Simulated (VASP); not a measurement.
Set up this calculation in VASP 6.6.1, as the native input.

```
Task                   : single point
Functional             : PBEsol
Potentials or basis    : VASP PAW PBE potentials, release 64 (B, P)
Cutoff                 : 500 eV
k mesh                 : 10 × 10 × 10
Occupations            : gaussian, width 0.02 eV
Spin                   : no spin polarisation
Dipole correction      : no
Further INCAR settings : ALGO = Normal; EDIFF = 1e-06; NBANDS = 11
```

The structure of BP lies in POSCAR:

```
BP
1.0
    0.0000000000      2.1719893105      2.3013877797
    2.1719893105      0.0000000000      2.3013877797
    2.1719893105      2.1719893105      0.0000000000
B P
1 1
Direct
    0.0000000000      0.0000000000      0.0000000000
    0.2500000000      0.2500000000      0.2500000000
```

This cell differs from its parent crystal: strained cell.

These files were run (other wordings do the same):

INCAR

```
PREC = Accurate
ENCUT = 500
EDIFF = 1E-6
ISMEAR = 0
SIGMA = 0.02
LREAL = F
LASPH = T
NELM = 120
ALGO = Normal
ISIF = 2
LWAVE = F
LCHARG = F
GGA = PS
NBANDS = 11
GGA_COMPAT = F
```

KPOINTS

```
Automatic mesh
0
Gamma
  10 10 10
```

Potentials or basis: VASP PAW PBE potentials, release 64 (B, P).

Launch:

```bash
$ cat potpaw_PBE.64/B/POTCAR potpaw_PBE.64/P/POTCAR > POTCAR
$ mpirun -np 1 vasp_std > vasp.out
```

It gave:

```yaml
Pressure: 11.7 GPa
Band_gap_on_the_k_mesh: 0.58 eV (least direct gap 3.18 eV)
```

Caveat: the cell differs from its parent crystal (strained cell); the cell stands under pressure; the PAW data sets were made with another functional, which shifts forces and pressure a little.

Run time: 11 s on 1 thread of Intel(R) Xeon(R) Platinum 8488C (Sapphire Rapids) (shared host), peak memory 0.14 GiB.
